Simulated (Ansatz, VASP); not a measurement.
**One calculation of Hg, two programs**

INCAR

```
SYSTEM = Hg
  PREC = Accurate
  ENCUT = 600
  EDIFF = 1E-6
  ISMEAR = 0
  SIGMA = 0.1
  LREAL = .False.
  LASPH = .True.
  NELM = 60
  ALGO = Fast
  ISIF = 3
  LWAVE = .False.
  LCHARG = .False.
  GGA = PE
  IVDW = 12
  IBRION = 2
  NSW = 100
  EDIFFG = -0.005
```

The input KPOINTS:

```
Automatic mesh
0
Gamma
  9 9 14
  0 0 0
```

Contents of POSCAR:

```
Hg
1.0
    5.4666964342      0.0000000000      0.0000000000
   -2.7333482171      4.7342979868      0.0000000000
    0.0000000000      0.0000000000      3.1852178100
Hg
3
Direct
    0.3333333300      0.6666666700      0.5000000000
    0.6666666700      0.3333333300      0.5000000000
    0.0000000000      0.0000000000      0.0000000000
```

Input for Ansatz:

```yaml
crystal:
  lattice:
    - [5.4666964342, 0.0, 0.0]
    - [-2.7333482171, 4.7342979868, 0.0]
    - [0.0, 0.0, 3.18521781]
  atoms:
    - { symbol: Hg, position: [0.33333333, 0.66666667, 0.5] }
    - { symbol: Hg, position: [0.66666667, 0.33333333, 0.5] }
    - { symbol: Hg, position: [0.0, 0.0, 0.0] }
basis:
  ecutwfc: 420
kpoints:
  mp_grid: { grid: [9, 9, 14] }
hamiltonian:
  xc: pbe
  dispersion: d3bj
scf:
  occupations: { method: gaussian, width: 0.1 }
output:
  forces: true
  stress: true
  eigenvalues: true
relax:
  adjacent_minimum: "off"
  f_tol: 0.005
  max_steps: 80
  cell: { stress_tol: 0.05 }
```

Alike in both runs: task relaxation of cell and atoms; functional PBE; dispersion D3(BJ); k mesh 9 × 9 × 14; occupations gaussian, width 0.1 eV; no spin polarisation.

|  | VASP | Ansatz |
| --- | --- | --- |
| version | VASP 6.6.1 | Ansatz 0.2.0 |
| potentials or method | VASP PAW PBE potentials, release 64 (Hg), cutoff 600 eV | scalar-relativistic, plane waves, PAW |
| valence electrons in the cell | 36 | 60 |

VASP gave:

```
gap on the k mesh at the Fermi level, each at its own relaxed structure (eV) : none
relaxed volume (Å³/atom)                                                     : 26.02
relaxed cell length with the largest relative difference (Å)                 : 3.153
```

Task: What did Ansatz give for the same quantities?

Result: gap on the k mesh at the Fermi level, each at its own relaxed structure (eV): none; relaxed volume (Å³/atom): 25.73; relaxed cell length with the largest relative difference (Å): 3.140.

A gap of «none» marks a metal or a gap that the smearing closes. VASP's potentials hold 36 valence electrons a cell and Ansatz's 60, so a difference there can come from the potentials and not from the codes.

Neither program's run includes spin-orbit coupling.
